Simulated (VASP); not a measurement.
# Ga2O3 (P-3m1) in VASP: density of states with PBE+D3(BJ)

Aim: the density of states of Ga2O3 with PBE+D3(BJ).

All numbers are computed with VASP 6.6.1; they aren't measurements. Logs are shortened: lines on timing, memory, paths and dates and some standing lists are left out, and cuts for length are marked.

### Step 1. The cell of the first run

It takes space group P-3m1 (No. 164, trigonal). The conventional cell has a = 3.016 Å, b = 3.016 Å, c = 6.804 Å, α = 90.00°, β = 90.00°, γ = 120.00°. Ga (site symmetry 3m) has 6 O at 1.89 to 2.24 Å within 2.5 Å. O (site symmetry 3m) has 3 Ga at 1.89 Å within 2.5 Å. O (site symmetry -3m) has 6 Ga at 2.24 Å and 6 O at 2.76 Å within 3.0 Å.

### Step 2. Density of states, PBE+D3(BJ)

The input, POSCAR:

```
Ga2O3
1.0
    3.0160931103      0.0000000000      0.0000000000
   -1.5080465552      2.6120132537      0.0000000000
    0.0000000000      0.0000000000      6.8041241678
Ga O
2 3
Direct
    0.3333333333      0.6666666667      0.7932964212
    0.6666666667      0.3333333333      0.2067035788
    0.6666666667      0.3333333333      0.6857044410
    0.0000000000      0.0000000000      0.0000000000
    0.3333333333      0.6666666667      0.3142955590
```

The input, INCAR.step1:

```
ALGO     = Normal         # electronic algorithm
EDIFF    = 1E-6           # SCF threshold, eV
ENCUT    = 520            # plane-wave cutoff, eV
GGA      = PE             # functional
GGA_COMPAT= False        
ISIF     = 2              # what is computed and relaxed
ISMEAR   = 0              # smearing method
IVDW     = 12             # dispersion correction
LASPH    = True           # aspherical terms in the spheres
LCHARG   = True           # write CHGCAR
LORBIT   = 11             # projections on sites
LREAL    = False          # projectors in reciprocal space
LWAVE    = False          # write WAVECAR
NBANDS   = 30             # bands
NEDOS    = 2001           # points of the DOS
NELM     = 120            # most SCF steps
PREC     = Accurate       # precision mode
SIGMA    = 0.02           # smearing width, eV
```

The input, KPOINTS.step1:

```
k-points
0
Gamma
  12 12 4
```

The input, INCAR.step2:

```
ALGO     = Normal         # electronic algorithm
EDIFF    = 1E-6           # SCF threshold, eV
ENCUT    = 520            # plane-wave cutoff, eV
GGA      = PE             # functional
GGA_COMPAT= False        
ICHARG   = 11             # starting density
ISIF     = 2              # what is computed and relaxed
ISMEAR   = -5             # smearing method
IVDW     = 12             # dispersion correction
LASPH    = True           # aspherical terms in the spheres
LCHARG   = False          # write CHGCAR
LORBIT   = 11             # projections on sites
LREAL    = False          # projectors in reciprocal space
LWAVE    = False          # write WAVECAR
NBANDS   = 30             # bands
NEDOS    = 2001           # points of the DOS
NELM     = 120            # most SCF steps
PREC     = Accurate       # precision mode
SIGMA    = 0.02           # smearing width, eV
```

The input, KPOINTS.step2:

```
k-points
0
Gamma
  18 18 6
```

Potentials or basis: VASP PAW PBE potentials, release 64 (Ga_d, O).

Started as:

```console
$ cat potpaw_PBE.64/Ga_d/POTCAR potpaw_PBE.64/O/POTCAR > POTCAR
$ cp INCAR.step1 INCAR
$ cp KPOINTS.step1 KPOINTS
$ mpirun -np 1 vasp_std > vasp.out
$ cp INCAR.step2 INCAR
$ cp KPOINTS.step2 KPOINTS
$ mpirun -np 1 vasp_std > vasp.out
```

OUTCAR:

```text
EDIFF = 1E-6
   ENCUT = 520
   GGA = PE
   ICHARG = 11
   ISIF = 2
   ISMEAR = -5
   IVDW = 12
   LASPH = True
   LORBIT = 11
   LREAL = False
   NELM = 120
   PREC = Accurate
 IVDW          = 12

 ion  position               nearest neighbor table
   1  0.333  0.667  0.793-   3 1.89   3 1.89   3 1.89   4 2.24   4 2.24   4 2.24
   2  0.667  0.333  0.207-   5 1.89   5 1.89   5 1.89   4 2.24   4 2.24   4 2.24
   3  0.667  0.333  0.686-   1 1.89   1 1.89   1 1.89
   4  0.000  0.000  0.000-   1 2.24   2 2.24   2 2.24   1 2.24   2 2.24   1 2.24
   5  0.333  0.667  0.314-   2 1.89   2 1.89   2 1.89

  LATTYP: Found a hexagonal cell.
 ALAT       =     3.0160931103
 C/A-ratio  =     2.2559396938

  Lattice vectors:

 A1 = (   3.0160931103,   0.0000000000,   0.0000000000)
 A2 = (  -1.5080465552,   2.6120132537,   0.0000000000)
 A3 = (   0.0000000000,   0.0000000000,   6.8041241678)

Analysis of symmetry for initial positions (statically):
=====================================================================
 Subroutine PRICEL returns:
 Original cell was already a primitive cell.

 Routine SETGRP: Setting up the symmetry group for a
 hexagonal supercell.

 Subroutine GETGRP returns: Found 12 space group operations
 (whereof 12 operations were pure point group operations)
 out of a pool of 24 trial point group operations.

The static configuration has the point symmetry D_3d.

Analysis of symmetry for dynamics (positions and initial velocities):
=====================================================================
 Subroutine PRICEL returns:
 Original cell was already a primitive cell.

 Routine SETGRP: Setting up the symmetry group for a
 hexagonal supercell.

 Subroutine GETGRP returns: Found 12 space group operations
 (whereof 12 operations were pure point group operations)
 out of a pool of 24 trial point group operations.

The dynamic configuration has the point symmetry D_3d.

 Subroutine INISYM returns: Found 12 space group operations
 (whereof 12 operations are pure point group operations),
 and found     1 'primitive' translations

----------------------------------------------------------------------------------------

                                     Primitive cell

  volume of cell :      53.6034

[... 104 lines left out ...]
   POTIM  = 0.5000    time-step for ionic-motion
   TEBEG  =    0.0;   TEEND  =   0.0 temperature during run
   PSTRESS=    0.0 pullay stress
   NELECT =      44.0000    total number of electrons
   NUPDOWN=      -1.0000    fix difference up-down
   EMIN   =  10.00;   EMAX   =-10.00  energy-range for DOS
   EFERMI =   0.00;   METHOD = LEGACY
   ISMEAR =    -5;   SIGMA  =   0.02  broadening in eV -4-tet -1-fermi 0-gaus
   EFERMI_NEDOS =   21; number of points for ismear=-14 and -15
   IALGO  =     38    algorithm
   IMIX   =      4    mixing-type and parameters
     AMIX     =   0.40;   BMIX     =  1.00
     AMIX_MAG =   1.60;   BMIX_MAG =  1.00
  volume/ion in A,a.u.               =      10.72        72.35
  Fermi-wavevector in a.u.,A,eV,Ry     =   1.532833  2.896635 31.967950  2.349578
  Thomas-Fermi vector in A             =   2.639984
   LORBIT       =     11    0 simple, 1 ext, 2 COOP (PROOUT), +10 PAW based schemes
   GGA     = PE    functional components
   LHFCALC =     F    Hartree Fock is set to
   AEXX    =    0.0000 exact exchange contribution
   IVDW    =    12    specifies the selected vdW correction
   LEPSILON=     F    determine dielectric tensor
   LRPA    =     F    only Hartree local field effects (RPA)
 non-spin polarized calculation
 Fermi weights with tetrahedron method with Bloechl corrections
  energy-cutoff  :      520.00
  volume of cell :       53.60
 maximum number of plane-waves:      1468
 NGX is ok and might be reduce to    24

 number of electron      44.0000002 magnetization

 Free energy of the ion-electron system (eV)
  ---------------------------------------------------
  ext. energy  EPLUGINS =         0.00000000
  ---------------------------------------------------
  free energy    TOTEN  =       -29.03725637 eV

  energy without entropy =      -29.03725637  energy(sigma->0) =      -29.03725637

 E-fermi :   3.6588     XC(G=0): -11.4801

 val. band max:        3.6581266204   @ k =   0.0000   0.0000   0.0000
 cond. band min:       5.8455254447   @ k =   0.0000   0.0000   0.0000
 fundamental gap:      2.1873988243
 Fermi energy:         3.6587659303

 k-point     1 :       0.0000    0.0000    0.0000
  band No.  band energies     occupation
      1     -15.2978      2.00000
      2     -14.4696      2.00000
      3     -13.2703      2.00000
      4      -9.4749      2.00000
      5      -9.4749      2.00000
      6      -9.4310      2.00000
[... 781 lines left out ...]
     29      15.7113      0.00000
     30      16.5354      0.00000

 [... further k-points ...]

------------------------ aborting loop because EDIFF is reached ----------------------------------------

 Edisp (eV)   -0.97231

 E8    (eV) :    -0.3804

  FORCE on cell =-STRESS in cart. coord.  units (eV):
  Direction    XX          YY          ZZ          XY          YZ          ZX
  --------------------------------------------------------------------------------------
  -------------------------------------------------------------------------------------
  Total       0.18959     0.18959     0.03002    -0.00000    -0.00000    -0.00000
  in kB       5.66668     5.66668     0.89731    -0.00000    -0.00000    -0.00000
  external pressure =        4.08 kB  Pullay stress =        0.00 kB

 VOLUME and BASIS-vectors are now :
 -----------------------------------------------------------------------------
  energy-cutoff  :      520.00
  volume of cell :       53.60
      direct lattice vectors                 reciprocal lattice vectors
     3.016093110  0.000000000  0.000000000     0.331554751  0.191423225  0.000000000
    -1.508046555  2.612013254  0.000000000     0.000000000  0.382846449  0.000000000
     0.000000000  0.000000000  6.804124168     0.000000000  0.000000000  0.146969687

 POSITION                                       TOTAL-FORCE (eV/Angst)
 -----------------------------------------------------------------------------------
     -0.00000      1.74134      5.39769         0.000000     -0.000000     -0.030465
      1.50805      0.87067      1.40644        -0.000000      0.000000      0.030465
      1.50805      0.87067      4.66562        -0.000000      0.000000     -0.021292
      0.00000      0.00000      0.00000        -0.000000      0.000000      0.000000
     -0.00000      1.74134      2.13851        -0.000000      0.000000      0.021292
 -----------------------------------------------------------------------------------
    total drift:                                0.000000     -0.000000      0.000000

  FREE ENERGIE OF THE ION-ELECTRON SYSTEM (eV)
  ---------------------------------------------------
  free  energy   TOTEN  =       -30.0095628709 eV

  energy  without entropy=      -30.0095628709  energy(sigma->0) =      -30.00956287

 total charge

# of ion       s       p       d       tot
------------------------------------------
    1        0.697   0.727  10.225  11.648
    2        0.697   0.727  10.225  11.648
    3        1.563   3.500   0.000   5.063
    4        1.571   3.421   0.000   4.992
    5        1.563   3.500   0.000   5.063
--------------------------------------------------
tot          6.090  11.875  20.449  38.414
```

OUTCAR.step1:

```text
EDIFF = 1E-6
   ENCUT = 520
   GGA = PE
   ISIF = 2
   ISMEAR = 0
   IVDW = 12
   LASPH = True
   LORBIT = 11
   LREAL = False
[... 1035 lines left out ...]

  FREE ENERGIE OF THE ION-ELECTRON SYSTEM (eV)
  ---------------------------------------------------
  free  energy   TOTEN  =       -30.0113225322 eV

  energy  without entropy=      -30.0113225322  energy(sigma->0) =      -30.01132253

 total charge

# of ion       s       p       d       tot
------------------------------------------
    1        0.696   0.727  10.225  11.648
    2        0.696   0.727  10.225  11.648
    3        1.563   3.500   0.000   5.063
    4        1.571   3.421   0.000   4.992
    5        1.563   3.500   0.000   5.063
--------------------------------------------------
tot          6.089  11.875  20.449  38.413
```

OSZICAR.step1:

```text
N       E                     dE             d eps       ncg     rms          rms(c)
DAV:   1     0.421362301106E+03    0.42136E+03   -0.21470E+04  4748   0.263E+03
DAV:   2     0.255977917414E+02   -0.39576E+03   -0.37014E+03  4522   0.590E+02
DAV:   3    -0.310481971275E+02   -0.56646E+02   -0.55583E+02  4742   0.167E+02
DAV:   4    -0.333863277409E+02   -0.23381E+01   -0.23285E+01  5306   0.374E+01
DAV:   5    -0.334305806968E+02   -0.44253E-01   -0.44228E-01  4650   0.483E+00    0.122E+01
DAV:   6    -0.290297502004E+02    0.44008E+01   -0.11936E+01  6862   0.543E+01    0.351E+00
DAV:   7    -0.290726429781E+02   -0.42893E-01   -0.12959E+00  4272   0.896E+00    0.241E+00
DAV:   8    -0.290528703888E+02    0.19773E-01   -0.21478E-01  5800   0.462E+00    0.883E-01
DAV:   9    -0.290384408839E+02    0.14430E-01   -0.42457E-02  5924   0.294E+00    0.194E-01
DAV:  10    -0.290387103030E+02   -0.26942E-03   -0.66739E-03  4724   0.573E-01    0.724E-02
DAV:  11    -0.290389914461E+02   -0.28114E-03   -0.50673E-04  5278   0.207E-01    0.193E-02
DAV:  12    -0.290390134368E+02   -0.21991E-04   -0.62152E-05  5350   0.704E-02    0.816E-03
DAV:  13    -0.290390162978E+02   -0.28609E-05   -0.14519E-05  5862   0.514E-02    0.613E-03
DAV:  14    -0.290390160344E+02    0.26339E-06   -0.27132E-06  3742   0.258E-02
   1 F= -.30011323E+02 E0= -.30011323E+02  d E =-.193110E-13
```

Wall time 2 min (1 thread of Intel Xeon 6975P-C (Granite Rapids), shared host); peak memory 0.37 GiB.

What came out:

- Valence electrons inside the program's atomic spheres: Ga 11.65; O 5.06, 4.99
- Dispersion energy per atom: -0.194 eV

Levels at points of the mesh, in eV from the valence-band top:
```csv
k point,band 20,band 21,band 22,band 23,band 24,band 25
"(0.00, 0.00, 0.00)",-0.95,-0.95,0.00,2.19,5.37,6.38
"(0.50, 0.00, 0.00)",-1.54,-0.85,-0.74,4.15,7.28,7.84
"(0.00, 0.00, 0.50)",-1.09,-0.97,-0.97,3.28,4.73,6.34
"(0.50, 0.00, 0.50)",-1.90,-0.77,-0.31,4.40,7.12,7.22
```
